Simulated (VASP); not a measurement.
GaN, 2 atoms in the cell. The structure is hexagonal, space group P6/mmm (No. 191). Conventional cell: a = 5.230 Å, b = 5.230 Å, c = 3.390 Å, α = 90.00°, β = 90.00°, γ = 120.00°. Within 2.3 Å of Ga (site symmetry 6/mmm) lie 2 N at 1.70 Å. Within 2.3 Å of N (site symmetry 6/mmm) lie 2 Ga at 1.70 Å. 

- Program: VASP 6.6.1
- Task: single point
- Functional: PBEsol-based screened hybrid
- Potentials or basis: VASP PAW PBE potentials, release 64 (Ga_d, N)
- Cutoff: 520 eV
- k mesh: 3 × 3 × 4
- Occupations: fermi-dirac, width 0.05 eV
- Spin: no spin polarisation
- Dipole correction: no
- Grid for exact exchange (PRECFOCK): Normal
- Share of exact exchange: 0.25
- Further INCAR settings: ALGO = Normal; EDIFF = 1e-06; NBANDS = 16
- Screening parameter: 0.207 1/Å

Potentials or basis: VASP PAW PBE potentials, release 64 (Ga_d, N).

Command:

```sh
$ cat potpaw_PBE.64/Ga_d/POTCAR potpaw_PBE.64/N/POTCAR > POTCAR
$ cp INCAR.step1 INCAR
$ mpirun -np 1 vasp_std > vasp.out
$ cp INCAR.step2 INCAR
$ mpirun -np 1 vasp_std > vasp.out
```

Hardware: 1 thread of Intel(R) Xeon(R) 6975P-C (Granite Rapids), on a shared host.

How long does it take, and how much memory?

Wall time 3.3 min on 1 thread of Intel(R) Xeon(R) 6975P-C (Granite Rapids), on a shared host, peak memory 0.31 GiB. Counts: k points 9.
